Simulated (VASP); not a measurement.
Write the native input for VASP 6.6.1 that does the following.

| Property | Result |
| --- | --- |
| Task | single point |
| Functional | LDA |
| Potentials or basis | VASP PAW LDA potentials, release 64 (Ta_sv_GW, N) |
| Cutoff | 700 eV |
| k mesh | 18 × 18 × 18 |
| Occupations | gaussian, width 0.15 eV |
| Spin | no spin polarisation |
| Dipole correction | no |
| Further INCAR settings | ALGO = Normal; EDIFF = 1e-06; NBANDS = 16 |

The structure of TaN lies in POSCAR:

```
TaN
1.0
    0.0000000000      2.2031871567      2.1742693740
    2.2031871567      0.0000000000      2.1742693740
    2.2031871567      2.2031871567      0.0000000000
Ta N
1 1
Direct
    0.4967281469      0.5032718531      0.5032718531
    0.0422670719     -0.0422670719     -0.0422670719
```

This cell differs from its parent crystal: atoms displaced along a vibrational mode, the cell strained.

The input as run:

INCAR

```
PREC = Accurate ; ENCUT = 700
EDIFF = 1E-6 ; ISMEAR = 0
SIGMA = 0.15 ; LREAL = False
LASPH = True ; NELM = 120
ALGO = Normal ; ISIF = 2
LWAVE = False ; LCHARG = False
GGA = CA ; NBANDS = 16
GGA_COMPAT = False
```

KPOINTS

```
Automatic mesh
0
Gamma
  18 18 18
```

Potentials or basis: VASP PAW LDA potentials, release 64 (Ta_sv_GW, N).

Run with:

```sh
$ cat potpaw_LDA.64/Ta_sv_GW/POTCAR potpaw_LDA.64/N/POTCAR > POTCAR
$ mpirun -np 1 vasp_std > vasp.out
```

Results of the run:

* Pressure: -1.5 GPa
* Largest force: 1.889 eV/Å
* Band gap on the k mesh: zero (bands 9 and 10 overlap by 3.26 eV)

Caveat: the cell differs from its parent crystal (atoms displaced along a vibrational mode, the cell strained); the stress differs along the axes, from -11 to 9 GPa; spin-orbit coupling is left out, which moves the levels of the heavy elements; forces of over 1 eV/Å act on the atoms, so gaps and moduli don't describe the material at rest.

Run time: 2.7 min on 1 thread of Intel(R) Xeon(R) 6975P-C (Granite Rapids) (shared host), peak memory 0.57 GiB.
